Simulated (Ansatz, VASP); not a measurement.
## Nb: VASP beside Ansatz

```xyz
1
Lattice="-1.6640 1.6640 1.6640 1.6640 -1.6640 1.6640 1.6640 1.6640 -1.6640" Properties=species:S:1:pos:R:3 pbc="T T T"
Nb    0.0000    0.0000    0.0000
```

Alike in both runs: task single point; functional PBE; k mesh 11 × 11 × 11; occupations gaussian, width 0.027 eV; no spin polarisation.

|  | VASP | Ansatz |
| --- | --- | --- |
| version | VASP 6.6.1 | Ansatz 0.2.0 |
| potentials or method | VASP PAW PBE potentials, release 64 (Nb_sv), cutoff 500 eV | all-electron LAPW, scalar-relativistic |

|  | VASP | Ansatz | Ansatz less VASP |
| --- | --- | --- | --- |
| gap on the k mesh at the Fermi level (eV) | none | none | - |
| pressure (GPa) | -2.1 | -1.7 | +0.38 |

A gap of «none» marks a metal or a gap that the smearing closes. Ansatz ran all-electron here, and VASP with PAW potentials.
